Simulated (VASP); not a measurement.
# CuSi16 (a cell with a defect) in VASP: relaxation of the atoms with PBE

Aim: the relaxation of the atoms of CuSi16 (a cell with a defect) with PBE.

Everything below comes from runs of VASP 6.6.1. Logs are shortened: lines on timing, memory, paths and dates and some standing lists are left out, and cuts for length are marked.

## (1) The cell of the first run

The cell holds a defect, 17 atoms: a = 7.679 Å, b = 7.679 Å, c = 7.679 Å, α = 60.00°, β = 60.00°, γ = 60.00°.

## (2) Relaxation of the atoms, PBE

The input, INCAR:

```
PREC     = Accurate       # precision mode
ENCUT    = 520            # plane-wave cutoff, eV
EDIFF    = 1E-6           # SCF threshold, eV
ISMEAR   = -1             # smearing method
SIGMA    = 0.02           # smearing width, eV
LREAL    = Auto         
LASPH    = T              # aspherical terms in the spheres
NELM     = 100            # most SCF steps
ALGO     = Normal         # electronic algorithm
ISIF     = 2              # what is computed and relaxed
LWAVE    = F              # write WAVECAR
LCHARG   = F              # write CHGCAR
GGA      = PE             # functional
IBRION   = 2              # ionic algorithm
NSW      = 45             # ionic steps
EDIFFG   = -0.08          # ionic threshold
NELECT   = 74.0
```

The input, KPOINTS:

```
Automatic mesh
0
Gamma
  2 2 2
```

The input, POSCAR:

```
CuSi16
1.0
    0.0000000000      5.4300000000      5.4300000000
    5.4300000000      0.0000000000      5.4300000000
    5.4300000000      5.4300000000      0.0000000000
Si Cu
16 1
Direct
    0.0000000000      0.0000000000      0.0000000000
    0.1250000000      0.1250000000      0.1250000000
    0.0000000000      0.0000000000      0.5000000000
    0.1250000000      0.1250000000      0.6250000000
    0.0000000000      0.5000000000      0.0000000000
    0.1250000000      0.6250000000      0.1250000000
    0.0000000000      0.5000000000      0.5000000000
    0.1250000000      0.6250000000      0.6250000000
    0.5000000000      0.0000000000      0.0000000000
    0.6250000000      0.1250000000      0.1250000000
    0.5000000000      0.0000000000      0.5000000000
    0.6250000000      0.1250000000      0.6250000000
    0.5000000000      0.5000000000      0.0000000000
    0.6250000000      0.6250000000      0.1250000000
    0.5000000000      0.5000000000      0.5000000000
    0.6250000000      0.6250000000      0.6250000000
    0.3871793000      0.3718103000      0.8676563000
```

Potentials or basis: VASP PAW PBE potentials, release 64 (Si, Cu).

Launch:

```
$ cat potpaw_PBE.64/Si/POTCAR potpaw_PBE.64/Cu/POTCAR > POTCAR
$ mpirun -np 1 vasp_std > vasp.out
```

OUTCAR:

```text
PREC = Accurate
   ENCUT = 520
   EDIFF = 1E-6
   ISMEAR = -1
   LREAL = Auto
   LASPH = T
   NELM = 100
   ISIF = 2
   GGA = PE
   IBRION = 2
   NSW = 45
   EDIFFG = -0.08
   NELECT = 74.0

 ion  position               nearest neighbor table
   1  0.000  0.000  0.000-   2 2.35   4 2.35   6 2.35  10 2.35
   2  0.125  0.125  0.125-   1 2.35   3 2.35   5 2.35   9 2.35  17 2.76
   3  0.000  0.000  0.500-   2 2.35   4 2.35   8 2.35  12 2.35
   4  0.125  0.125  0.625-   1 2.35   3 2.35   7 2.35  11 2.35
   5  0.000  0.500  0.000-   2 2.35   6 2.35   8 2.35  14 2.35  17 2.43
   6  0.125  0.625  0.125-   1 2.35   5 2.35   7 2.35  13 2.35  17 2.77
   7  0.000  0.500  0.500-   4 2.35   6 2.35   8 2.35  16 2.35
   8  0.125  0.625  0.625-   3 2.35   5 2.35   7 2.35  15 2.35  17 2.74
   9  0.500  0.000  0.000-  17 2.33  10 2.35  12 2.35  14 2.35   2 2.35
  10  0.625  0.125  0.125-   1 2.35   9 2.35  11 2.35  13 2.35  17 2.69
  11  0.500  0.000  0.500-   4 2.35  10 2.35  12 2.35  16 2.35
  12  0.625  0.125  0.625-   3 2.35   9 2.35  11 2.35  15 2.35  17 2.66
  13  0.500  0.500  0.000-  17 2.34  10 2.35  14 2.35  16 2.35   6 2.35
  14  0.625  0.625  0.125-   5 2.35   9 2.35  13 2.35  15 2.35
  15  0.500  0.500  0.500-  17 2.31  12 2.35  14 2.35  16 2.35   8 2.35
  16  0.625  0.625  0.625-   7 2.35  11 2.35  13 2.35  15 2.35  17 2.67
  17  0.387  0.372  0.868-  15 2.31   9 2.33  13 2.34   5 2.43  12 2.66  16 2.67  10 2.69   8 2.74
                             2 2.76   6 2.77

  LATTYP: Found a face centered cubic cell.
 ALAT       =    10.8600000000

  Lattice vectors:

 A1 = (   0.0000000000,   5.4300000000,   5.4300000000)
 A2 = (   5.4300000000,   0.0000000000,   5.4300000000)
 A3 = (   5.4300000000,   5.4300000000,   0.0000000000)

Analysis of symmetry for initial positions (statically):
=====================================================================
 Subroutine PRICEL returns:
 Original cell was already a primitive cell.

 Routine SETGRP: Setting up the symmetry group for a
 face centered cubic supercell.

 Subroutine GETGRP returns: Found  1 space group operations
 (whereof  1 operations were pure point group operations)
 out of a pool of 48 trial point group operations.

The static configuration has the point symmetry C_1 .

Analysis of symmetry for dynamics (positions and initial velocities):
=====================================================================
 Subroutine PRICEL returns:
 Original cell was already a primitive cell.

 Routine SETGRP: Setting up the symmetry group for a
 face centered cubic supercell.

 Subroutine GETGRP returns: Found  1 space group operations
 (whereof  1 operations were pure point group operations)
 out of a pool of 48 trial point group operations.

The dynamic configuration has the point symmetry C_1 .

 Subroutine INISYM returns: Found  1 space group operations
 (whereof  1 operations are pure point group operations),
 and found     1 'primitive' translations

----------------------------------------------------------------------------------------

                                     Primitive cell

  volume of cell :     320.2060

  direct lattice vectors                    reciprocal lattice vectors
     0.000000000  5.430000000  5.430000000    -0.092081031  0.092081031  0.092081031
     5.430000000  0.000000000  5.430000000     0.092081031 -0.092081031  0.092081031
     5.430000000  5.430000000  0.000000000     0.092081031  0.092081031 -0.092081031

  length of vectors
     7.679179644  7.679179644  7.679179644     0.159489025  0.159489025  0.159489025

  position of ions in fractional coordinates (direct lattice)
     0.000000000  0.000000000  0.000000000
     0.125000000  0.125000000  0.125000000
     0.000000000  0.000000000  0.500000000
     0.125000000  0.125000000  0.625000000
     0.000000000  0.500000000  0.000000000
     0.125000000  0.625000000  0.125000000
[... 9 lines left out ...]
     0.625000000  0.625000000  0.625000000
     0.387179300  0.371810300  0.867656300

  ion indices of the primitive-cell ions
   primitive index   ion index
                 1           1
                 2           2
                 3           3
                 4           4
                 5           5
                 6           6
[... 9 lines left out ...]
                16          16
                17          17

----------------------------------------------------------------------------------------

 KPOINTS: Automatic mesh

Automatic generation of k-mesh.
 Grid dimensions read from file:
 generate k-points for:    2    2    2

 Generating k-lattice:

  Cartesian coordinates                     Fractional coordinates (reciprocal lattice)
    -0.046040516  0.046040516  0.046040516     0.500000000  0.000000000  0.000000000
     0.046040516 -0.046040516  0.046040516     0.000000000  0.500000000  0.000000000
     0.046040516  0.046040516 -0.046040516     0.000000000  0.000000000  0.500000000

  Length of vectors
     0.079744512  0.079744512  0.079744512

  Shift w.r.t. Gamma in fractional coordinates (k-lattice)
     0.000000000  0.000000000  0.000000000

 Subroutine IBZKPT returns following result:
 ===========================================

 Found      8 irreducible k-points:

 Following reciprocal coordinates:
            Coordinates               Weight
  0.000000  0.000000  0.000000      1.000000
  0.500000  0.000000  0.000000      1.000000
  0.000000  0.500000  0.000000      1.000000
  0.000000  0.000000  0.500000      1.000000
  0.500000  0.500000  0.500000      1.000000
  0.500000  0.500000  0.000000      1.000000
  0.000000  0.500000  0.500000      1.000000
  0.500000  0.000000  0.500000      1.000000
   k-points           NKPTS =      8   k-points in BZ     NKDIM =      8   number of bands    NBANDS=     46
   number of dos      NEDOS =    301   number of ions     NIONS =     17
   total plane-waves  NPLWV = 216000
   dimension x,y,z NGX =    60 NGY =   60 NGZ =   60
   dimension x,y,z NGXF=   120 NGYF=  120 NGZF=  120
   ions per type =              16   1
   NGX,Y,Z   is equivalent  to a cutoff of  12.99, 12.99, 12.99 a.u.
   NGXF,Y,Z  is equivalent  to a cutoff of  25.98, 25.98, 25.98 a.u.
 SYSTEM =  unknown system
   PREC   = accura    normal or accurate (medium, high low for compatibility)
   ISTART =      0    job   : 0-new  1-cont  2-samecut
   ICHARG =      2    charge: 1-file 2-atom 10-const
   ISPIN  =      1    spin polarized calculation?
   LNONCOLLINEAR =      F non collinear calculations
   LSORBIT =      F    spin-orbit coupling
   LASPH  =      T    aspherical Exc in radial PAW
   ENCUT  =  520.0 eV  38.22 Ry    6.18 a.u.  14.28 14.28 14.28*2*pi/ulx,y,z
   NELM   =    100;   NELMIN=  2; NELMDL= -5     # of ELM steps
   EDIFF  = 0.1E-05   stopping-criterion for ELM
   LREAL  =      T    real-space projection
   EDIFFG = -.8E-01   stopping-criterion for IOM
   NSW    =     45    number of steps for IOM
   IBRION =      2    ionic relax: 0-MD 1-quasi-New 2-CG
   NFREE  =      1    steps in history (QN), initial steepest desc. (CG)
   ISIF   =      2    stress and relaxation
   ISYM   =      2    0-nonsym 1-usesym 2-fastsym
   POTIM  = 0.5000    time-step for ionic-motion
   TEBEG  =    0.0;   TEEND  =   0.0 temperature during run
   PSTRESS=    0.0 pullay stress
   NELECT =      74.0000    total number of electrons
   NUPDOWN=      -1.0000    fix difference up-down
   EMIN   =  10.00;   EMAX   =-10.00  energy-range for DOS
   EFERMI =   0.00;   METHOD = LEGACY
   ISMEAR =    -1;   SIGMA  =   0.02  broadening in eV -4-tet -1-fermi 0-gaus
   EFERMI_NEDOS =   21; number of points for ismear=-14 and -15
   IALGO  =     38    algorithm
   IMIX   =      4    mixing-type and parameters
     AMIX     =   0.40;   BMIX     =  1.00
     AMIX_MAG =   1.60;   BMIX_MAG =  1.00
  volume/ion in A,a.u.               =      18.84       127.11
  Fermi-wavevector in a.u.,A,eV,Ry     =   1.004636  1.898488 13.732283  1.009294
  Thomas-Fermi vector in A             =   2.137265
   LORBIT       =      0    0 simple, 1 ext, 2 COOP (PROOUT), +10 PAW based schemes
   GGA     = PE    functional components
   LHFCALC =     F    Hartree Fock is set to
   AEXX    =    0.0000 exact exchange contribution
   IVDW    =     0    specifies the selected vdW correction
   LEPSILON=     F    determine dielectric tensor
   LRPA    =     F    only Hartree local field effects (RPA)
 conjugate gradient relaxation of ions
 non-spin polarized calculation
  energy-cutoff  :      520.00
  volume of cell :      320.21
 maximum number of plane-waves:      8646
 NGX is ok and might be reduce to    60
   NGX = 29   NGY = 29   NGZ = 29

--------------------------------------- Ionic step        1  -------------------------------------------

 number of electron      74.0000003 magnetization

 Free energy of the ion-electron system (eV)
  ---------------------------------------------------
  ext. energy  EPLUGINS =         0.00000000
  ---------------------------------------------------
  free energy    TOTEN  =       -94.07733238 eV

  energy without entropy =      -94.06824237  energy(sigma->0) =      -94.07278737

------------------------ aborting loop because EDIFF is reached ----------------------------------------

  FORCE on cell =-STRESS in cart. coord.  units (eV):
  Direction    XX          YY          ZZ          XY          YZ          ZX
  --------------------------------------------------------------------------------------
  -------------------------------------------------------------------------------------
  Total       -0.6954308     -0.6960189     -0.6962173      0.3451773     -0.4122095      0.1541393
  in kB       -3.4796455     -3.4825885     -3.4835812      1.7271233     -2.0625244      0.7712485
  external PRESSURE =      -3.4819384 kB  Pullay stress =       0.0000000 kB

 VOLUME and BASIS-vectors are now :
 -----------------------------------------------------------------------------
  energy-cutoff  :      520.00
  volume of cell :      320.21
      direct lattice vectors                 reciprocal lattice vectors
     0.000000000  5.430000000  5.430000000    -0.092081031  0.092081031  0.092081031
     5.430000000  0.000000000  5.430000000     0.092081031 -0.092081031  0.092081031
     5.430000000  5.430000000  0.000000000     0.092081031  0.092081031 -0.092081031
[... 222 lines left out ...]
      6.78567      6.78719      6.81469        -0.004733     -0.012130     -0.017874
      6.74518      6.80938      4.10908         0.049979     -0.015504     -0.041149
 -----------------------------------------------------------------------------------
    total drift:                               -0.004976      0.001769      0.003147

  FREE ENERGIE OF THE ION-ELECTRON SYSTEM (eV)
  ---------------------------------------------------
  free  energy   TOTEN  =       -94.1881911669 eV

  energy  without entropy=      -94.1805279377  energy(sigma->0) =      -94.18435955

--------------------------------------- Ionic step        6  -------------------------------------------

 number of electron      74.0000001 magnetization

 Free energy of the ion-electron system (eV)
  ---------------------------------------------------
  ext. energy  EPLUGINS =         0.00000000
  ---------------------------------------------------
  free energy    TOTEN  =       -94.18934623 eV

  energy without entropy =      -94.18174495  energy(sigma->0) =      -94.18554559

 E-fermi :   6.2980     XC(G=0):  -9.6030

 val. band max:        6.2867542935   @ k =   0.0000   0.0000   0.0000
 cond. band min:       6.3053733888   @ k =   0.0000   0.0000   0.0000
 fundamental gap:      0.0186190953
 Fermi energy:         6.2980372553

 k-point     1 :       0.0000    0.0000    0.0000
  band No.  band energies     occupation
      1      -5.9003      2.00000
      2      -3.5276      2.00000
      3      -3.5082      2.00000
      4      -3.5043      2.00000
      5      -3.4940      2.00000
      6      -2.0587      2.00000
[... 407 lines left out ...]
      2.72672      2.72326      0.00678         0.006136     -0.009369     -0.018491
      4.07186      4.07226      1.35793         0.004341     -0.006857     -0.004173
      2.72720      5.42100      8.13366        -0.012697      0.018604      0.013363
      4.09656      1.35960      4.07525         0.001482      0.009055      0.009108
[... 9 lines left out ...]
      6.78524      6.78628      6.81463         0.002179     -0.020150     -0.032090
      6.74894      6.80814      4.10598         0.016508     -0.012042     -0.014781
 -----------------------------------------------------------------------------------
    total drift:                               -0.005907      0.002308      0.004001

  FREE ENERGIE OF THE ION-ELECTRON SYSTEM (eV)
  ---------------------------------------------------
  free  energy   TOTEN  =       -94.1893462278 eV

  energy  without entropy=      -94.1817449470  energy(sigma->0) =      -94.18554559

 reached required accuracy - stopping structural energy minimisation
```

It took 10 min on 1 thread of Intel Xeon Platinum 8488C (Sapphire Rapids), shared host; peak memory 0.56 GiB.

What came out:

```yaml
Free_energy: -94.1893 eV
Energy_gained_by_relaxing: 6.6 meV/atom
Ionic_steps: 6
Largest_force_after_relaxing: 0.042 eV/Å
```

Forces in eV/Å, atoms in the order of the input:
```
Si   0.014 -0.001 -0.011
Si  -0.010  0.012  0.000
Si   0.006 -0.009 -0.018
Si   0.004 -0.007 -0.004
Si  -0.013  0.019  0.013
Si   0.001  0.009  0.009
Si   0.019 -0.007 -0.005
Si  -0.016  0.003  0.017
Si  -0.015  0.022 -0.007
Si   0.010 -0.028 -0.014
Si  -0.005  0.018  0.007
Si   0.035 -0.017 -0.003
Si   0.006  0.019  0.013
Si  -0.032  0.010  0.026
Si  -0.024 -0.010  0.024
Si   0.002 -0.020 -0.032
Cu   0.017 -0.012 -0.015
```

The path:
| step | energy change (eV) | largest force (eV/Å) | pressure (GPa) |
| --- | --- | --- | --- |
| 1 | 0.0000 | 1.0613 | -0.35 |
| 2 | -0.1069 | 0.1938 | -0.74 |
| 3 | -0.1070 | 0.1899 | -0.73 |
| 4 | -0.1104 | 0.0947 | -0.74 |
| 5 | -0.1109 | 0.1215 | -0.74 |
| 6 | -0.1120 | 0.0417 | -0.74 |

Final structure:
```xyz
17
Lattice="0.0000 5.4300 5.4300 5.4300 0.0000 5.4300 5.4300 5.4300 0.0000" Properties=species:S:1:pos:R:3 pbc="T T T"
Si    5.4238    5.4203    0.0067
Si    1.3542    1.3599    1.3332
Si    2.7267    2.7233    0.0068
Si    4.0719    4.0723    1.3579
Si    2.7272    5.4210    8.1337
Si    4.0966    1.3596    4.0753
Si    5.4238    2.7232    2.7038
Si    6.7833    4.0476    4.0765
Si    5.4114    2.7372    8.1148
Si    1.3562    4.0988    4.0729
Si    2.7279    5.4191    2.7026
Si    4.0450    6.7866    4.0742
Si    2.7441    2.7353    5.4477
Si    4.0577    4.0782    6.8000
Si    5.4063    5.3971    5.4547
Si    6.7852    6.7863    6.8146
Cu    6.7489    6.8081    4.1060
```

Levels at points of the mesh, in eV from the Fermi level:
| k point | band 34 | band 35 | band 36 | band 37 | band 38 | band 39 | band 40 | band 41 |
| --- | --- | --- | --- | --- | --- | --- | --- | --- |
| (0.00, 0.00, 0.00) | -0.73 | -0.53 | -0.06 | -0.01 | 0.01 | 0.70 | 0.70 | 0.72 |
| (0.50, 0.00, 0.00) | -0.81 | -0.80 | -0.58 | -0.58 | 0.59 | 1.22 | 1.46 | 1.46 |
| (0.00, 0.50, 0.00) | -0.83 | -0.79 | -0.61 | -0.60 | 0.59 | 1.22 | 1.45 | 1.45 |
| (0.00, 0.00, 0.50) | -0.83 | -0.79 | -0.61 | -0.60 | 0.59 | 1.22 | 1.45 | 1.45 |
| (0.50, 0.50, 0.50) | -0.83 | -0.79 | -0.61 | -0.59 | 0.60 | 1.22 | 1.45 | 1.45 |
| (0.50, 0.50, 0.00) | -1.42 | -1.39 | -1.35 | -0.81 | 0.75 | 1.19 | 2.15 | 2.19 |
| (0.00, 0.50, 0.50) | -1.42 | -1.39 | -1.35 | -0.81 | 0.75 | 1.19 | 2.15 | 2.19 |
| (0.50, 0.00, 0.50) | -1.41 | -1.39 | -1.35 | -0.81 | 0.75 | 1.19 | 2.15 | 2.19 |

Caveat: the k points lie up to 0.50 Å⁻¹ apart; the cell carries a net charge on a neutralising background, which shifts energy and pressure; the cell is charged against a uniform background, so pressure and absolute levels hang on convention; the relaxation stopped at a loose force limit of 0.08 eV/Å, so its end isn't a converged minimum.
